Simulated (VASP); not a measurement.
# H6C2O in VASP: notebook, part 2 of 2

VASP 6.6.1. Earlier steps stand in the parts before.

## 3. Single point, PBE+D3(BJ)

INCAR reads:

```
PREC = Accurate
ENCUT = 520
EDIFF = 1E-6
ISMEAR = -1
SIGMA = 0.02
LREAL = Auto
LASPH = T
NELM = 100
ALGO = Normal
ISIF = 2
LWAVE = F
LCHARG = T
GGA = PE
IVDW = 12
LELF = T
LVHAR = T
NBANDS = 64
```

KPOINTS reads:

```
Automatic mesh
0
Gamma
  1 1 1
```

POSCAR reads:

```
H6C2O
1.0
    7.0419250000      0.0000000000      0.0000000000
    0.0000000000      7.0419250000      0.0000000000
    0.0000000000      0.0000000000      7.0419250000
C O H
8 4 24
Direct
    0.6465987638     -0.0113889313      0.9513591809
    0.6091800182      0.1197399859      1.1166264906
    0.7215072583      0.4970089855      0.4796415753
    0.5368276430      0.6035139539      0.4974918080
    0.1553836486      0.1715582032      0.6392286200
    0.1053689155      0.0817532138      0.4577015518
    0.0456125278      0.5492532227     -0.0025845206
    0.1057807347      0.7495961687     -0.0543743366
    0.4421660270      0.2346517465      1.0616699269
    0.4341426528      0.5884612517      0.3160357431
    0.0659762778     -0.1181353110      0.4933452146
    0.1121852334      0.8464588873      0.1136337010
    0.4269145156      0.3260756114      1.1628780483
    0.5887452650      0.0352460442      1.2488488588
    0.7364889572      0.2045179408      1.1170383098
    0.7998665138     -0.0470609954      0.9451108894
    0.5613663877     -0.1435402962      0.9734128097
    0.6054594447      0.0434398265      0.8056603841
    0.3369391182      0.6852103651      0.3110797119
    0.4449067549      0.5523631677      0.6145052667
    0.5690205448      0.7612549125      0.5236494282
    0.8122494914      0.5449646226      0.6069647149
    0.7096781065      0.3446074759      0.4756795905
    0.7969553780      0.5418404769      0.3461695488
    0.0698388580     -0.1908427028      0.3634233537
   -0.0107499015      0.1550144314      0.3887431349
    0.2252083060      0.0811567860      0.3593619642
    0.1695559098      0.3223266365      0.6366867014
    0.0396482496      0.1476300869      0.7378664215
    0.2856889274      0.1026991909      0.6951508288
    0.1797093834      0.9660284652      0.0965645047
    0.2491932249      0.7584147800     -0.1320945622
    0.0092730326      0.8171345193     -0.1543043983
    0.1190441534      0.4651142976     -0.1110207791
    0.1079960380      0.5093067592      0.1293680350
   -0.1081664460      0.5247996819      0.0070861306
```

Potentials or basis: VASP PAW PBE potentials, release 64 (C, O, H).

The run is started by

```
> cat potpaw_PBE.64/C/POTCAR potpaw_PBE.64/O/POTCAR potpaw_PBE.64/H/POTCAR > POTCAR
> mpirun -np 1 vasp_gam > vasp.out
```

OUTCAR:

```text
PREC = Accurate
   ENCUT = 520
   EDIFF = 1E-6
   ISMEAR = -1
   LREAL = Auto
   LASPH = T
   NELM = 100
   ISIF = 2
   GGA = PE
   IVDW = 12
 IVDW          = 12

 ion  position               nearest neighbor table
   1  0.647  0.989  0.951-  16 1.11  17 1.12  18 1.13   2 1.51
   2  0.609  0.120  0.117-  15 1.08  14 1.11   9 1.48   1 1.51
   3  0.722  0.497  0.480-  23 1.08  24 1.12  22 1.15   4 1.51
   4  0.537  0.604  0.497-  20 1.11  21 1.15  10 1.47   3 1.51
   5  0.155  0.172  0.639-  28 1.07  29 1.08  30 1.11   6 1.47
   6  0.105  0.082  0.458-  26 1.08  27 1.09  11 1.46   5 1.47
   7  0.046  0.549  0.997-  35 1.07  34 1.10  36 1.10   8 1.52
   8  0.106  0.750  0.946-  33 1.09  32 1.15  12 1.37   7 1.52
   9  0.442  0.235  0.062-  13 0.97   2 1.48
  10  0.434  0.588  0.316-  19 0.97   4 1.47
  11  0.066  0.882  0.493-  25 1.05   6 1.46
  12  0.112  0.846  0.114-  31 0.97   8 1.37
  13  0.427  0.326  0.163-   9 0.97
  14  0.589  0.035  0.249-   2 1.11
  15  0.736  0.205  0.117-   2 1.08
  16  0.800  0.953  0.945-   1 1.11
  17  0.561  0.856  0.973-   1 1.12
[... 17 lines left out ...]
  35  0.108  0.509  0.129-   7 1.07
  36  0.892  0.525  0.007-   7 1.10

  LATTYP: Found a simple cubic cell.
 ALAT       =     7.0419250000

  Lattice vectors:

 A1 = (   7.0419250000,   0.0000000000,   0.0000000000)
 A2 = (   0.0000000000,   7.0419250000,   0.0000000000)
 A3 = (   0.0000000000,   0.0000000000,   7.0419250000)

Analysis of symmetry for initial positions (statically):
=====================================================================
 Subroutine PRICEL returns:
 Original cell was already a primitive cell.

 Routine SETGRP: Setting up the symmetry group for a
 simple cubic supercell.

 Subroutine GETGRP returns: Found  1 space group operations
 (whereof  1 operations were pure point group operations)
 out of a pool of 48 trial point group operations.

The static configuration has the point symmetry C_1 .

Analysis of symmetry for dynamics (positions and initial velocities):
=====================================================================
 Subroutine PRICEL returns:
 Original cell was already a primitive cell.

 Routine SETGRP: Setting up the symmetry group for a
 simple cubic supercell.

 Subroutine GETGRP returns: Found  1 space group operations
 (whereof  1 operations were pure point group operations)
 out of a pool of 48 trial point group operations.

The dynamic configuration has the point symmetry C_1 .

 Subroutine INISYM returns: Found  1 space group operations
 (whereof  1 operations are pure point group operations),
 and found     1 'primitive' translations

----------------------------------------------------------------------------------------

                                     Primitive cell

  volume of cell :     349.2000

  direct lattice vectors                    reciprocal lattice vectors
     7.041925000  0.000000000  0.000000000     0.142006625  0.000000000  0.000000000
     0.000000000  7.041925000  0.000000000     0.000000000  0.142006625  0.000000000
     0.000000000  0.000000000  7.041925000     0.000000000  0.000000000  0.142006625

  length of vectors
     7.041925000  7.041925000  7.041925000     0.142006625  0.142006625  0.142006625

  position of ions in fractional coordinates (direct lattice)
[... 99 lines left out ...]

 Found      1 irreducible k-points:

 Following reciprocal coordinates:
            Coordinates               Weight
  0.000000  0.000000  0.000000      1.000000
   k-points           NKPTS =      1   k-points in BZ     NKDIM =      1   number of bands    NBANDS=     64
   number of dos      NEDOS =    301   number of ions     NIONS =     36
   total plane-waves  NPLWV = 157464
   dimension x,y,z NGX =    54 NGY =   54 NGZ =   54
   dimension x,y,z NGXF=   108 NGYF=  108 NGZF=  108
   ions per type =               8   4  24
   NGX,Y,Z   is equivalent  to a cutoff of  12.75, 12.75, 12.75 a.u.
   NGXF,Y,Z  is equivalent  to a cutoff of  25.50, 25.50, 25.50 a.u.
 SYSTEM =  unknown system
   PREC   = accura    normal or accurate (medium, high low for compatibility)
   ISTART =      0    job   : 0-new  1-cont  2-samecut
   ICHARG =      2    charge: 1-file 2-atom 10-const
   ISPIN  =      1    spin polarized calculation?
   LNONCOLLINEAR =      F non collinear calculations
   LSORBIT =      F    spin-orbit coupling
   LASPH  =      T    aspherical Exc in radial PAW
   ENCUT  =  520.0 eV  38.22 Ry    6.18 a.u.  13.09 13.09 13.09*2*pi/ulx,y,z
   NELM   =    100;   NELMIN=  2; NELMDL= -5     # of ELM steps
   EDIFF  = 0.1E-05   stopping-criterion for ELM
   LREAL  =      T    real-space projection
   EDIFFG = 0.1E-04   stopping-criterion for IOM
   NSW    =      0    number of steps for IOM
   IBRION =     -1    ionic relax: 0-MD 1-quasi-New 2-CG
   NFREE  =      0    steps in history (QN), initial steepest desc. (CG)
   ISIF   =      2    stress and relaxation
   ISYM   =      2    0-nonsym 1-usesym 2-fastsym
   POTIM  = 0.5000    time-step for ionic-motion
   TEBEG  =    0.0;   TEEND  =   0.0 temperature during run
   PSTRESS=    0.0 pullay stress
   NELECT =      80.0000    total number of electrons
   NUPDOWN=      -1.0000    fix difference up-down
   EMIN   =  10.00;   EMAX   =-10.00  energy-range for DOS
   EFERMI =   0.00;   METHOD = LEGACY
   ISMEAR =    -1;   SIGMA  =   0.02  broadening in eV -4-tet -1-fermi 0-gaus
   EFERMI_NEDOS =   21; number of points for ismear=-14 and -15
   IALGO  =     38    algorithm
   IMIX   =      4    mixing-type and parameters
     AMIX     =   0.40;   BMIX     =  1.00
     AMIX_MAG =   1.60;   BMIX_MAG =  1.00
  volume/ion in A,a.u.               =       9.70        65.46
  Fermi-wavevector in a.u.,A,eV,Ry     =   1.001721  1.892978 13.652697  1.003445
  Thomas-Fermi vector in A             =   2.134161
   LORBIT       =      0    0 simple, 1 ext, 2 COOP (PROOUT), +10 PAW based schemes
   GGA     = PE    functional components
   LHFCALC =     F    Hartree Fock is set to
   AEXX    =    0.0000 exact exchange contribution
   IVDW    =    12    specifies the selected vdW correction
   LEPSILON=     F    determine dielectric tensor
   LRPA    =     F    only Hartree local field effects (RPA)
 non-spin polarized calculation
  energy-cutoff  :      520.00
  volume of cell :      349.20
 maximum number of plane-waves:      4718
 NGX is ok and might be reduce to    54
   NGX = 27   NGY = 27   NGZ = 27

 number of electron      79.9999999 magnetization

 Free energy of the ion-electron system (eV)
  ---------------------------------------------------
  ext. energy  EPLUGINS =         0.00000000
  ---------------------------------------------------
  free energy    TOTEN  =      -187.23372000 eV

  energy without entropy =     -187.23372000  energy(sigma->0) =     -187.23372000

 E-fermi :  -2.0064     XC(G=0):  -6.9314

 val. band max:       -2.5467358193   @ k =   0.0000   0.0000   0.0000
 cond. band min:       2.3809139858   @ k =   0.0000   0.0000   0.0000
 fundamental gap:      4.9276498051
 Fermi energy:        -2.0063583736

 k-point     1 :       0.0000    0.0000    0.0000
  band No.  band energies     occupation
      1     -23.1238      2.00000
      2     -21.8888      2.00000
      3     -21.6332      2.00000
      4     -21.1700      2.00000
      5     -15.2802      2.00000
      6     -15.1716      2.00000
[... 44 lines left out ...]
     51       5.6649      0.00000
     52       5.8285      0.00000
 [bands above 52 left out]

------------------------ aborting loop because EDIFF is reached ----------------------------------------

 Edisp (eV)   -1.44371

 E8    (eV) :    -0.3135

  FORCE on cell =-STRESS in cart. coord.  units (eV):
  Direction    XX          YY          ZZ          XY          YZ          ZX
  --------------------------------------------------------------------------------------
  -------------------------------------------------------------------------------------
  Total      -2.63310     2.37913    -0.47071    -0.32338     4.11545     1.62949
  in kB     -12.08102    10.91577    -2.15970    -1.48372    18.88224     7.47632
  external pressure =       -1.11 kB  Pullay stress =        0.00 kB

 VOLUME and BASIS-vectors are now :
 -----------------------------------------------------------------------------
  energy-cutoff  :      520.00
  volume of cell :      349.20
      direct lattice vectors                 reciprocal lattice vectors
     7.041925000  0.000000000  0.000000000     0.142006625  0.000000000  0.000000000
     0.000000000  7.041925000  0.000000000     0.000000000  0.142006625  0.000000000
     0.000000000  0.000000000  7.041925000     0.000000000  0.000000000  0.142006625

 POSITION                                       TOTAL-FORCE (eV/Angst)
 -----------------------------------------------------------------------------------
      4.55330      6.96172      6.69940        -0.404461     -1.428881     -0.843485
      4.28980      0.84320      0.82127        -0.884394      0.181592     -1.591258
      5.08080      3.49990      3.37760         1.294712      1.490187      0.619883
      3.78030      4.24990      3.50330        -0.359246      1.299518     -0.625231
      1.09420      1.20810      4.50140         0.580763     -0.861932      1.134087
      0.74200      0.57570      3.22310         0.389372     -1.335384     -0.977602
[... 28 lines left out ...]
      0.76050      3.58650      0.91100         0.498638     -0.244673      0.982903
      6.28022      3.69560      0.04990         0.063962      0.087615     -0.317050
 -----------------------------------------------------------------------------------
    total drift:                               -0.001621      0.023600     -0.011012

  FREE ENERGIE OF THE ION-ELECTRON SYSTEM (eV)
  ---------------------------------------------------
  free  energy   TOTEN  =      -188.6774307938 eV

  energy  without entropy=     -188.6774307938  energy(sigma->0) =     -188.67743079
```

Wall time 29 s (1 thread of Intel Xeon 6975P-C (Granite Rapids), shared host); peak memory 0.36 GiB.

Results:

```yaml
Free_energy: -188.6774 eV
Pressure: -0.1 GPa
Largest_force: 2.830 eV/Å
Band_gap_on_the_k_mesh: 4.93 eV
Dispersion_energy_per_atom: -0.040 eV
```

Forces in eV/Å, atoms in the order of the input:
```
C   -0.404 -1.429 -0.843
C   -0.884  0.182 -1.591
C    1.295  1.490  0.620
C   -0.359  1.300 -0.625
C    0.581 -0.862  1.134
C    0.389 -1.335 -0.978
C    0.431  0.075 -1.659
C    0.803 -1.082 -1.781
O    0.761 -1.106  0.628
O    0.576 -0.496  0.454
O   -0.210 -1.062 -1.475
O    0.433  1.835  2.110
H   -0.221  0.770  0.380
H    0.027  0.477 -0.158
H    0.367  0.963  0.847
H   -0.568 -0.075  0.082
H    0.490  0.223 -0.345
H    0.230  0.120  1.081
H   -0.320  0.270  0.040
H    0.187 -0.009 -0.093
H   -0.240 -1.176 -0.105
H   -0.582 -0.695 -1.146
H   -0.223 -0.677  0.186
H   -0.327 -0.095  0.688
H   -0.204  1.659  1.799
H   -0.701  0.090 -0.323
H    0.370  0.506 -0.245
H    0.403  0.973 -0.430
H   -0.335 -0.237  0.519
H   -0.318  0.425  0.110
H   -0.026  0.244  0.079
H   -0.920 -0.477  0.705
H   -0.423  0.036 -0.395
H   -0.641 -0.665  0.067
H    0.499 -0.245  0.983
H    0.064  0.088 -0.317
```

Levels at points of the mesh, in eV from the valence-band top:
| k point | band 37 | band 38 | band 39 | band 40 | band 41 | band 42 | band 43 | band 44 |
| --- | --- | --- | --- | --- | --- | --- | --- | --- |
| (0.00, 0.00, 0.00) | -0.54 | -0.46 | -0.35 | 0.00 | 4.93 | 6.26 | 6.49 | 6.67 |

Caveat: the k points lie up to 0.89 Å⁻¹ apart, too coarse for converged energies, forces and pressures.
